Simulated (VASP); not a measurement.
Y: relaxation of cell and atoms with r2SCAN

Crystal: Y.

```
CELL_PARAMETERS angstrom
3.60000 0.00000 0.00000
-1.80000 3.11769 0.00000
0.00000 0.00000 5.87880
ATOMIC_POSITIONS crystal
Y 0.33333 0.66667 0.25000
Y 0.66667 0.33333 0.75000
```

```json
{"Program": "VASP 6.6.1", "Task": "relaxation of cell and atoms", "Functional": "r2SCAN", "Potentials or basis": "VASP PAW PBE potentials, release 64 (Y_sv)", "Cutoff": "600 eV", "k mesh": "8 × 8 × 4", "Occupations": "fermi-dirac, width 0.1 eV", "Spin": "no spin polarisation", "Dipole correction": "no", "Further INCAR settings": "ALGO = Normal; EDIFF = 1e-06; IBRION = 2; EDIFFG = -0.01; NSW = 80; ISIF = 3"}
```

| Item | Value |
| --- | --- |
| Relaxed volume | 33.59 Å³/atom |
| Relaxed cell | a = 3.685 Å, b = 3.685 Å, c = 5.712 Å, α = 90.00°, β = 90.00°, γ = 120.00° |
| Space group after relaxing (to 0.1 Å) | P6_3/mmc (No. 194) |
| Energy gained by relaxing | 12.3 meV/atom |
| Ionic steps | 5 |
| Pressure after relaxing | 0.0 GPa |
| Band gap on the k mesh | zero (bands 11 and 12 overlap by 1.65 eV) |

The path:
```csv
step,energy change (eV),largest force (eV/Å),pressure (GPa),volume (Å³)
1,0.0000,0.0000,0.87,65.98
2,-0.0203,0.0000,-0.25,67.68
3,-0.0214,0.0000,-0.56,68.17
4,-0.0245,0.0000,-0.05,67.24
5,-0.0245,0.0000,-0.01,67.17
```

Final structure:
```
CELL_PARAMETERS angstrom
3.68508 0.00000 0.00000
-1.84254 3.19137 0.00000
0.00000 0.00000 5.71191
ATOMIC_POSITIONS crystal
Y 0.33333 0.66667 0.25000
Y 0.66667 0.33333 0.75000
```

Levels at points of the mesh, in eV from the Fermi level:
| k point | band 6 | band 7 | band 8 | band 9 | band 10 | band 11 | band 12 | band 13 | band 14 | band 15 |
| --- | --- | --- | --- | --- | --- | --- | --- | --- | --- | --- |
| (0.00, 0.00, 0.00) | -23.29 | -23.29 | -23.26 | -4.88 | -1.83 | 0.76 | 1.95 | 1.95 | 2.39 | 2.62 |
| (0.50, 0.00, 0.00) | -23.49 | -23.42 | -23.34 | -1.71 | -1.17 | -0.77 | -0.28 | 1.53 | 1.65 | 2.28 |
| (0.00, 0.00, 0.50) | -23.34 | -23.34 | -23.34 | -3.38 | -3.38 | 1.11 | 1.11 | 1.87 | 1.87 | 1.87 |
| (0.50, 0.00, 0.50) | -23.42 | -23.40 | -23.40 | -1.64 | -1.64 | 0.11 | 0.11 | 1.36 | 1.36 | 2.97 |

Wall time 18 min on 1 thread of Intel Xeon 8259CL, on a shared host, peak memory 0.25 GiB.

Caveat: the PAW data sets were made with another functional, which shifts forces and pressure a little.
